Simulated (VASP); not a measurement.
The system is IrPt2.

```
Ir Pt
1.0
     2.75000    0.00000    0.00000
    -1.37500    2.38157    0.00000
     0.00000    0.00000    6.74000
Ir Pt
1 2
Direct
  0.00000 0.00000 0.00000
  0.33333 0.66667 0.33333
  0.66667 0.33333 0.66667
```

* Program: VASP 6.6.1
* Task: relaxation of cell and atoms
* Functional: PBE
* Potentials or basis: VASP PAW PBE potentials, release 64 (Ir, Pt)
* Cutoff: 600 eV
* k mesh: 8 × 8 × 3
* Occupations: gaussian, width 0.2 eV
* Spin: no spin polarisation

At the start: pressure 10.4 GPa; volume 14.71 Å³/atom.

Task: Where does the relaxation end?

Result: Over 5 steps the energy falls by 21.6 meV/atom and the volume is 15.22 Å³/atom (+3.4 %); space group P-3m1 (No. 164, to 0.05 Å).

Step by step:
```tsv
step	energy change (eV)	largest force (eV/Å)	pressure (GPa)	volume (Å³)
1	0.0000	0.6053	10.35	44.14
2	0.2932	0.2231	-21.40	50.50
3	-0.0558	0.4103	-1.08	45.83
4	-0.0559	0.4152	-0.68	45.77
5	-0.0649	0.0590	0.18	45.66
```

Final structure:
```yaml
crystal:
  lattice:
    - [2.78639, 0.00000, 0.00000]
    - [-1.39320, 2.41309, 0.00000]
    - [0.00000, 0.00000, 6.79011]
  atoms:
    - { symbol: Ir, position: [0.00000, 0.00000, 0.00000] }
    - { symbol: Pt, position: [0.33333, 0.66667, 0.32938] }
    - { symbol: Pt, position: [0.66667, 0.33333, 0.67062] }
```

Caveat: the relaxation stopped at a loose force limit of 0.08 eV/Å, so its end isn't a converged minimum.
